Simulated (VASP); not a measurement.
# Mo (P6_3/mmc) in VASP: notebook, part 2 of 2

VASP 6.6.1.

## 3. Single point, PBE (volume scaled by 0.88)

Contents of INCAR:

```
  PREC = Accurate
  ENCUT = 520
  EDIFF = 1E-7
  ISMEAR = -1
  SIGMA = 0.1
  LREAL = F
  LASPH = T
  NELM = 100
  ALGO = Normal
  ISIF = 2
  LWAVE = F
  LCHARG = T
  GGA = PE
  LELF = T
  LVHAR = T
  NBANDS = 21
```

Contents of KPOINTS:

```
Automatic mesh
0
Gamma
  15 15 7
```

Contents of POSCAR:

```
Mo
1.0
    2.6446494796      0.0000000000      0.0000000000
   -1.3223247398      2.2903336334      0.0000000000
    0.0000000000      0.0000000000      4.6826085151
Mo
2
Direct
    0.3333333333      0.6666666667      0.2500000000
    0.6666666667      0.3333333333      0.7500000000
```

Potentials or basis: VASP PAW PBE potentials, release 64 (Mo_sv).

Launch:

```console
cat potpaw_PBE.64/Mo_sv/POTCAR > POTCAR
mpirun -np 1 vasp_std > vasp.out
```

OUTCAR:

```text
PREC = Accurate
   ENCUT = 520
   EDIFF = 1E-7
   ISMEAR = -1
   LREAL = F
   LASPH = T
   NELM = 100
   ISIF = 2
   GGA = PE

 ion  position               nearest neighbor table
   1  0.333  0.667  0.250-   2 2.80   2 2.80   2 2.80   2 2.80   2 2.80   2 2.80
   2  0.667  0.333  0.750-   1 2.80   1 2.80   1 2.80   1 2.80   1 2.80   1 2.80

  LATTYP: Found a hexagonal cell.
 ALAT       =     2.6446494796
 C/A-ratio  =     1.7705970304

  Lattice vectors:

 A1 = (   2.6446494796,   0.0000000000,   0.0000000000)
 A2 = (  -1.3223247398,   2.2903336334,   0.0000000000)
 A3 = (   0.0000000000,   0.0000000000,   4.6826085151)

Analysis of symmetry for initial positions (statically):
=====================================================================
 Subroutine PRICEL returns:
 Original cell was already a primitive cell.

 Routine SETGRP: Setting up the symmetry group for a
 hexagonal supercell.

 Subroutine GETGRP returns: Found 24 space group operations
 (whereof 12 operations were pure point group operations)
 out of a pool of 24 trial point group operations.

The static configuration has the point symmetry D_3d.
 The point group associated with its full space group is D_6h.

Analysis of symmetry for dynamics (positions and initial velocities):
=====================================================================
 Subroutine PRICEL returns:
 Original cell was already a primitive cell.

 Routine SETGRP: Setting up the symmetry group for a
 hexagonal supercell.

 Subroutine GETGRP returns: Found 24 space group operations
 (whereof 12 operations were pure point group operations)
 out of a pool of 24 trial point group operations.

The dynamic configuration has the point symmetry D_3d.
 The point group associated with its full space group is D_6h.

 Subroutine INISYM returns: Found 24 space group operations
 (whereof 12 operations are pure point group operations),
[... 110 lines left out ...]
   EFERMI =   0.00;   METHOD = LEGACY
   ISMEAR =    -1;   SIGMA  =   0.10  broadening in eV -4-tet -1-fermi 0-gaus
   EFERMI_NEDOS =   21; number of points for ismear=-14 and -15
   IALGO  =     38    algorithm
   IMIX   =      4    mixing-type and parameters
     AMIX     =   0.40;   BMIX     =  1.00
     AMIX_MAG =   1.60;   BMIX_MAG =  1.00
  volume/ion in A,a.u.               =      14.18        95.70
  Fermi-wavevector in a.u.,A,eV,Ry     =   1.630081  3.080407 36.152926  2.657165
  Thomas-Fermi vector in A             =   2.722441
   LORBIT       =      0    0 simple, 1 ext, 2 COOP (PROOUT), +10 PAW based schemes
   GGA     = PE    functional components
   LHFCALC =     F    Hartree Fock is set to
   AEXX    =    0.0000 exact exchange contribution
   IVDW    =     0    specifies the selected vdW correction
   LEPSILON=     F    determine dielectric tensor
   LRPA    =     F    only Hartree local field effects (RPA)
 non-spin polarized calculation
  energy-cutoff  :      520.00
  volume of cell :       28.36
 maximum number of plane-waves:       786
 NGX is ok and might be reduce to    20
   NGX =  9   NGY =  9   NGZ = 17

 number of electron      27.9999997 magnetization

 Free energy of the ion-electron system (eV)
  ---------------------------------------------------
  ext. energy  EPLUGINS =         0.00000000
  ---------------------------------------------------
  free energy    TOTEN  =       -20.59841562 eV

  energy without entropy =      -20.52304718  energy(sigma->0) =      -20.56073140

 E-fermi :  13.9112     XC(G=0): -13.9229

 val. band max:       13.9078397302   @ k =   0.4000   0.2000   0.2857
 cond. band min:      13.9173769411   @ k =   0.4667   0.0667   0.1429
 fundamental gap:      0.0095372109
 Fermi energy:        13.9111595625

 k-point     1 :       0.0000    0.0000    0.0000
  band No.  band energies     occupation
      1     -46.9600      2.00000
      2     -46.6926      2.00000
      3     -21.7790      2.00000
      4     -20.1846      2.00000
      5     -20.0070      2.00000
      6     -20.0070      2.00000
[... 565 lines left out ...]
     20      23.9454      0.00000
     21      25.3645      0.00000

 [... further k-points ...]

------------------------ aborting loop because EDIFF is reached ----------------------------------------

  FORCE on cell =-STRESS in cart. coord.  units (eV):
  Direction    XX          YY          ZZ          XY          YZ          ZX
  --------------------------------------------------------------------------------------
  -------------------------------------------------------------------------------------
  Total        7.5275539      7.5275539      6.3334682     -0.0000000      0.0000000      0.0000000
  in kB      425.2161375    425.2161375    357.7646723     -0.0000000      0.0000000      0.0000000
  external PRESSURE =     402.7323157 kB  Pullay stress =       0.0000000 kB

 VOLUME and BASIS-vectors are now :
 -----------------------------------------------------------------------------
  energy-cutoff  :      520.00
  volume of cell :       28.36
      direct lattice vectors                 reciprocal lattice vectors
     2.644649480  0.000000000  0.000000000     0.378121943  0.218308806  0.000000000
    -1.322324740  2.290333633  0.000000000     0.000000000  0.436617611  0.000000000
     0.000000000  0.000000000  4.682608515     0.000000000  0.000000000  0.213556183

 POSITION                                       TOTAL-FORCE (eV/Angst)
 -----------------------------------------------------------------------------------
     -0.00000      1.52689      1.17065        -0.000000     -0.000000      0.000000
      1.32232      0.76344      3.51196         0.000000      0.000000      0.000000
 -----------------------------------------------------------------------------------
    total drift:                               -0.000000      0.000000     -0.000000

  FREE ENERGIE OF THE ION-ELECTRON SYSTEM (eV)
  ---------------------------------------------------
  free  energy   TOTEN  =       -20.5984156173 eV

  energy  without entropy=      -20.5230471755  energy(sigma->0) =      -20.56073140
```

OSZICAR:

```text
N       E                     dE             d eps       ncg     rms          rms(c)
DAV:   1     0.299632213029E+03    0.29963E+03   -0.18191E+04  4552   0.143E+03
DAV:   2    -0.152606570455E+02   -0.31489E+03   -0.30649E+03  5096   0.449E+02
DAV:   3    -0.215626277107E+02   -0.63020E+01   -0.62328E+01  5214   0.663E+01
DAV:   4    -0.215894635170E+02   -0.26836E-01   -0.26830E-01  4976   0.466E+00
DAV:   5    -0.215896625721E+02   -0.19906E-03   -0.19905E-03  5216   0.369E-01    0.253E+01
DAV:   6    -0.207467170856E+02    0.84295E+00   -0.14376E+00  4941   0.109E+01    0.880E+00
DAV:   7    -0.206052039068E+02    0.14151E+00   -0.39812E-01  5196   0.532E+00    0.986E-01
DAV:   8    -0.205983258093E+02    0.68781E-02   -0.81651E-03  4796   0.896E-01    0.184E-01
DAV:   9    -0.205983980533E+02   -0.72244E-04   -0.18451E-04  5542   0.138E-01    0.913E-02
DAV:  10    -0.205984150926E+02   -0.17039E-04   -0.24721E-05  4956   0.455E-02    0.152E-02
DAV:  11    -0.205984160240E+02   -0.93142E-06   -0.21219E-06  5296   0.134E-02    0.722E-03
DAV:  12    -0.205984155660E+02    0.45802E-06   -0.10702E-07  3364   0.332E-03    0.125E-03
DAV:  13    -0.205984156173E+02   -0.51250E-07   -0.77909E-09  2743   0.104E-03
   1 F= -.20598416E+02 E0= -.20560731E+02  d E =-.753684E-01
```

stdout:

```text
POSCAR found type information on POSCAR Mo
 POSCAR found :  1 types and       2 ions
 scaLAPACK will be used
 LDA part: xc-table for (Slater+PW92), standard interpolation
 POSCAR, INCAR and KPOINTS ok, starting setup
 FFT: planning ... GRIDC
 FFT: planning ... GRID_SOFT
 FFT: planning ... GRID
 WAVECAR not read
 entering main loop
```

Wall time 50 s (1 thread of Intel Xeon 6975P-C, shared host); peak memory 0.17 GiB.

What came out:

```yaml
Free_energy: -20.5984 eV
Pressure: 40.3 GPa
Band_gap_on_the_k_mesh: zero (band 14 reaches 15.31 eV, above the bottom of band 15 at 13.17 eV)
```

Levels at points of the mesh, in eV from the Fermi level:
```
           k point  band 11  band 12  band 13  band 14  band 15  band 16  band 17  band 18
(0.00, 0.00, 0.00)    -2.07    -0.87    -0.87    -0.26    -0.26     1.03     1.61     1.61
```

## 4. Single point, PBE (volume scaled by 0.92)

Contents of INCAR:

```
SYSTEM = Mo
ALGO = Normal
EDIFF = 1E-7
ENCUT = 520
GGA = PE
ISIF = 2
ISMEAR = -1
LASPH = .TRUE.
LCHARG = .FALSE.
LREAL = .FALSE.
LWAVE = .FALSE.
NBANDS = 21
NELM = 100
PREC = Accurate
SIGMA = 0.1
```

Contents of KPOINTS:

```
k-points
0
G
  15 15 7
  0 0 0
```

Contents of POSCAR:

```
Mo
1.0
    2.6841276802      0.0000000000      0.0000000000
   -1.3420638401      2.3245227580      0.0000000000
    0.0000000000      0.0000000000      4.7525084998
Mo
2
Direct
    0.3333333333      0.6666666667      0.2500000000
    0.6666666667      0.3333333333      0.7500000000
```

Potentials or basis: VASP PAW PBE potentials, release 64 (Mo_sv).

Launch:

```console
cat potpaw_PBE.64/Mo_sv/POTCAR > POTCAR
mpirun -np 1 vasp_std > vasp.out
```

OUTCAR:

```text
SYSTEM = Mo
   EDIFF = 1E-7
   ENCUT = 520
   GGA = PE
   ISIF = 2
   ISMEAR = -1
   LASPH = .TRUE.
   LREAL = .FALSE.
   NELM = 100
   PREC = Accurate

 ion  position               nearest neighbor table
   1  0.333  0.667  0.250-   2 2.84   2 2.84   2 2.84   2 2.84   2 2.84   2 2.84
   2  0.667  0.333  0.750-   1 2.84   1 2.84   1 2.84   1 2.84   1 2.84   1 2.84

  LATTYP: Found a hexagonal cell.
 ALAT       =     2.6841276802
 C/A-ratio  =     1.7705970304

  Lattice vectors:

[... 765 lines left out ...]
------------------------ aborting loop because EDIFF is reached ----------------------------------------

  FORCE on cell =-STRESS in cart. coord.  units (eV):
  Direction    XX          YY          ZZ          XY          YZ          ZX
  --------------------------------------------------------------------------------------
  -------------------------------------------------------------------------------------
  Total        4.7233525      4.7233525      3.9896713      0.0000000      0.0000000     -0.0000000
  in kB      255.2119863    255.2119863    215.5697506      0.0000000      0.0000000     -0.0000000
  external PRESSURE =     241.9979077 kB  Pullay stress =       0.0000000 kB

 VOLUME and BASIS-vectors are now :
 -----------------------------------------------------------------------------
  energy-cutoff  :      520.00
  volume of cell :       29.65
      direct lattice vectors                 reciprocal lattice vectors
     2.684127680  0.000000000  0.000000000     0.372560518  0.215097916  0.000000000
    -1.342063840  2.324522758  0.000000000     0.000000000  0.430195831  0.000000000
     0.000000000  0.000000000  4.752508500     0.000000000  0.000000000  0.210415194

 POSITION                                       TOTAL-FORCE (eV/Angst)
 -----------------------------------------------------------------------------------
     -0.00000      1.54968      1.18813         0.000000     -0.000000      0.000000
      1.34206      0.77484      3.56438        -0.000000      0.000000      0.000000
 -----------------------------------------------------------------------------------
    total drift:                               -0.000000      0.000000     -0.000000

  FREE ENERGIE OF THE ION-ELECTRON SYSTEM (eV)
  ---------------------------------------------------
  free  energy   TOTEN  =       -20.8562674290 eV

  energy  without entropy=      -20.7779858113  energy(sigma->0) =      -20.81712662
```

OSZICAR:

```text
N       E                     dE             d eps       ncg     rms          rms(c)
DAV:   1     0.301446058080E+03    0.30145E+03   -0.18168E+04  4536   0.142E+03
DAV:   2    -0.153281137919E+02   -0.31677E+03   -0.30868E+03  5087   0.448E+02
DAV:   3    -0.218939326632E+02   -0.65658E+01   -0.64852E+01  5168   0.668E+01
DAV:   4    -0.219230238205E+02   -0.29091E-01   -0.29072E-01  4976   0.482E+00
DAV:   5    -0.219232361867E+02   -0.21237E-03   -0.21236E-03  5181   0.382E-01    0.228E+01
DAV:   6    -0.210062177444E+02    0.91702E+00   -0.16387E+00  4936   0.114E+01    0.733E+00
DAV:   7    -0.208636354112E+02    0.14258E+00   -0.39697E-01  5211   0.520E+00    0.991E-01
DAV:   8    -0.208561759003E+02    0.74595E-02   -0.82534E-03  4776   0.876E-01    0.208E-01
DAV:   9    -0.208562480411E+02   -0.72141E-04   -0.22214E-04  5565   0.151E-01    0.933E-02
DAV:  10    -0.208562666868E+02   -0.18646E-04   -0.25983E-05  4916   0.464E-02    0.170E-02
DAV:  11    -0.208562678294E+02   -0.11426E-05   -0.25100E-06  5241   0.146E-02    0.641E-03
DAV:  12    -0.208562673852E+02    0.44419E-06   -0.10146E-07  3358   0.315E-03    0.125E-03
DAV:  13    -0.208562674290E+02   -0.43821E-07   -0.82494E-09  2733   0.105E-03
   1 F= -.20856267E+02 E0= -.20817127E+02  d E =-.782816E-01
```

Run time: 47 s. Hardware: 1 thread of Intel Xeon 6975P-C, shared host; peak memory 0.17 GiB.

Results:

```
Free energy            : -20.8563 eV
Pressure               : 24.2 GPa
Band gap on the k mesh : zero (band 14 reaches 14.44 eV, above the bottom of band 15 at 12.49 eV)
```

Stress tensor (GPa, compression positive):
```
25.52  0.00  0.00
 0.00 25.52  0.00
 0.00  0.00 21.56
```

Levels at points of the mesh, in eV from the Fermi level:
| k point | band 11 | band 12 | band 13 | band 14 | band 15 | band 16 | band 17 | band 18 |
| --- | --- | --- | --- | --- | --- | --- | --- | --- |
| (0.00, 0.00, 0.00) | -1.92 | -0.78 | -0.78 | -0.21 | -0.21 | 0.87 | 1.54 | 1.54 |

## 5. Single point, PBE (volume scaled by 0.96)

Contents of INCAR:

```
  PREC = Accurate
  ENCUT = 520
  EDIFF = 1E-7
  ISMEAR = -1
  SIGMA = 0.1
  LREAL = False
  LASPH = True
  NELM = 100
  ALGO = Normal
  ISIF = 2
  LWAVE = False
  LCHARG = True
  GGA = PE
  LELF = True
  LVHAR = True
  NBANDS = 21
```

Contents of KPOINTS:

```
regular mesh
0
Gamma
  15 15 7
```

Contents of POSCAR:

```
Mo
1.0
    2.7224775426      0.0000000000      0.0000000000
   -1.3612387713      2.3577347131      0.0000000000
    0.0000000000      0.0000000000      4.8204106523
Mo
2
Direct
    0.3333333333      0.6666666667      0.2500000000
    0.6666666667      0.3333333333      0.7500000000
```

Potentials or basis: VASP PAW PBE potentials, release 64 (Mo_sv).

Launch:

```console
cat potpaw_PBE.64/Mo_sv/POTCAR > POTCAR
mpirun -np 1 vasp_std > vasp.out
```

OUTCAR:

```text
PREC = Accurate
   ENCUT = 520
   EDIFF = 1E-7
   ISMEAR = -1
   LREAL = False
   LASPH = True
   NELM = 100
   ISIF = 2
   GGA = PE

 ion  position               nearest neighbor table
   1  0.333  0.667  0.250-   2 2.88   2 2.88   2 2.88   2 2.88   2 2.88   2 2.88
   2  0.667  0.333  0.750-   1 2.88   1 2.88   1 2.88   1 2.88   1 2.88   1 2.88

  LATTYP: Found a hexagonal cell.
 ALAT       =     2.7224775426
 C/A-ratio  =     1.7705970304

  Lattice vectors:

[... 762 lines left out ...]
 [... further k-points ...]

------------------------ aborting loop because EDIFF is reached ----------------------------------------

  FORCE on cell =-STRESS in cart. coord.  units (eV):
  Direction    XX          YY          ZZ          XY          YZ          ZX
  --------------------------------------------------------------------------------------
  -------------------------------------------------------------------------------------
  Total        2.2557219      2.2557219      1.9233676      0.0000000      0.0000000      0.0000000
  in kB      116.8026920    116.8026920     99.5931784      0.0000000      0.0000000      0.0000000
  external PRESSURE =     111.0661874 kB  Pullay stress =       0.0000000 kB

 VOLUME and BASIS-vectors are now :
 -----------------------------------------------------------------------------
  energy-cutoff  :      520.00
  volume of cell :       30.94
      direct lattice vectors                 reciprocal lattice vectors
     2.722477543  0.000000000  0.000000000     0.367312488  0.212067964  0.000000000
    -1.361238771  2.357734713  0.000000000     0.000000000  0.424135928  0.000000000
     0.000000000  0.000000000  4.820410652     0.000000000  0.000000000  0.207451205

 POSITION                                       TOTAL-FORCE (eV/Angst)
 -----------------------------------------------------------------------------------
     -0.00000      1.57182      1.20510         0.000000      0.000000      0.000000
      1.36124      0.78591      3.61531        -0.000000      0.000000      0.000000
 -----------------------------------------------------------------------------------
    total drift:                                0.000000     -0.000000      0.000000

  FREE ENERGIE OF THE ION-ELECTRON SYSTEM (eV)
  ---------------------------------------------------
  free  energy   TOTEN  =       -20.9971573607 eV

  energy  without entropy=      -20.9154115435  energy(sigma->0) =      -20.95628445
```

Wall time 53 s (1 thread of Intel Xeon 6975P-C, shared host); peak memory 0.18 GiB.

What came out:

```
Free energy            : -20.9972 eV
Pressure               : 11.1 GPa
Band gap on the k mesh : zero (band 14 reaches 13.66 eV, above the bottom of band 15 at 11.86 eV)
```

Stress tensor (GPa, compression positive):
```
11.68  0.00  0.00
 0.00 11.68  0.00
 0.00  0.00  9.96
```

## 6. The runs side by side

```csv
cell,k mesh,gap on the mesh (eV),pressure (GPa)
"a = 2.760, b = 2.760, c = 4.886 Å, angles 90.0, 90.0, 120.0°, 2 atoms",7 × 7 × 4,none,1.3
"a = 2.645, b = 2.645, c = 4.683 Å, angles 90.0, 90.0, 120.0°, 2 atoms",15 × 15 × 7,none,40.3
"a = 2.684, b = 2.684, c = 4.753 Å, angles 90.0, 90.0, 120.0°, 2 atoms",15 × 15 × 7,none,24.2
"a = 2.722, b = 2.722, c = 4.820 Å, angles 90.0, 90.0, 120.0°, 2 atoms",15 × 15 × 7,none,11.1
```

Alike in all rows: task single point; level PBE; potentials or basis VASP PAW PBE potentials, release 64 (Mo_sv); no spin polarisation; cutoff (eV) 520; smearing fermi-dirac 0.1 eV.

Caveats: some runs use coarse meshes.

Total energies depend on the potentials used, so only differences within one code and one set of settings carry meaning.
